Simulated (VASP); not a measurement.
**Na: single point with PBEsol**

Crystal: Na.

```
Na
1.0
     4.68686    2.70596    6.48321
    -4.68686    2.70596    6.48321
     0.00000   -5.41192    6.48321
Na
12
Direct
  0.12810 0.49332 0.12810
  0.12810 0.12810 0.49332
  0.49332 0.12810 0.12810
  0.87190 0.50668 0.87190
  0.50668 0.87190 0.87190
  0.87190 0.87190 0.50668
  0.29577 0.68371 0.29577
  0.29577 0.29577 0.68371
  0.68371 0.29577 0.29577
  0.70423 0.31629 0.70423
  0.31629 0.70423 0.70423
  0.70423 0.70423 0.31629
```

* Program: VASP 6.6.1
* Task: single point
* Functional: PBEsol
* Potentials or basis: VASP PAW PBE potentials, release 64 (Na_pv)
* Cutoff: 520 eV
* k mesh: 3 × 3 × 3
* Occupations: gaussian, width 0.1 eV
* Spin: no spin polarisation

```json
{
  "Pressure": "0.0 GPa",
  "Largest force": "0.040 eV/Å",
  "Band gap on the k mesh": "zero (bands 42 and 43 overlap by 0.64 eV)"
}
```

Forces in eV/Å, atoms in the order of the input:
```
Na   0.004 -0.003 -0.014
Na   0.000  0.005 -0.014
Na  -0.004 -0.003 -0.014
Na  -0.004  0.003  0.014
Na   0.004  0.003  0.014
Na   0.000 -0.005  0.014
Na   0.027 -0.016  0.024
Na   0.000  0.032  0.024
Na  -0.027 -0.016  0.024
Na  -0.027  0.016 -0.024
Na   0.027  0.016 -0.024
Na   0.000 -0.032 -0.024
```

Levels at points of the mesh, in eV from the Fermi level:
```tsv
k point	band 39	band 40	band 41	band 42	band 43	band 44	band 45	band 46
(0.00, 0.00, 0.00)	-0.55	-0.48	-0.48	-0.47	-0.23	0.25	0.51	0.63
```

Run time: 5.2 min on 1 thread of Oxide Virtual Turin-like Processor (shared host), peak memory 0.53 GiB.

Caveat: the PAW data sets were made with another functional, which shifts forces and pressure a little.
